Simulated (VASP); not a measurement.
Wanted: the native input for a VASP 6.6.1 run.

| Quantity | Value |
| --- | --- |
| Task | single point |
| Functional | PBE |
| Potentials or basis | VASP PAW PBE potentials, release 64 (Sr_sv, Cl) |
| Cutoff | 520 eV |
| k mesh | 6 × 6 × 6 |
| Occupations | gaussian, width 0.05 eV |
| Spin | no spin polarisation |
| Dipole correction | no |
| Further INCAR settings | ALGO = Normal; EDIFF = 1e-06; NBANDS = 19 |

The structure of SrCl2 lies in POSCAR:

```
SrCl2
1.0
    0.0000000000      3.4080212406      3.6925910142
    3.4080212406      0.0000000000      3.6925910142
    3.4080212406      3.4080212406      0.0000000000
Sr Cl
1 2
Direct
    0.0000000000      0.0000000000      0.0000000000
    0.2500000000      0.2500000000      0.2500000000
    0.7500000000      0.7500000000      0.7500000000
```

This cell differs from its parent crystal: volume 28.592 Å^3 an atom, c/a of the conventional cell 1.0835.

The input as run:

INCAR

```
SYSTEM = SrCl2
  PREC = Accurate
  ENCUT = 520
  EDIFF = 1E-6
  ISMEAR = 0
  SIGMA = 0.05
  LREAL = .False.
  LASPH = .True.
  NELM = 100
  ALGO = Normal
  ISIF = 2
  LWAVE = .False.
  LCHARG = .True.
  GGA = PE
  LELF = .True.
  LVHAR = .True.
  NBANDS = 19
```

KPOINTS

```
Automatic mesh
0
Gamma
  6 6 6
  0 0 0
```

Potentials or basis: VASP PAW PBE potentials, release 64 (Sr_sv, Cl).

Command:

```console
$ cat potpaw_PBE.64/Sr_sv/POTCAR potpaw_PBE.64/Cl/POTCAR > POTCAR
$ mpirun -np 1 vasp_std > vasp.out
```

Results of the run:

| Item | Value |
| --- | --- |
| Pressure | 0.7 GPa |
| Band gap on the k mesh | 4.89 eV, indirect (least direct gap 5.20 eV) |

Wall time 34 s on 1 thread of AMD EPYC 9R45 96-Core Processor (Zen 5), on a shared host, peak memory 0.21 GiB.
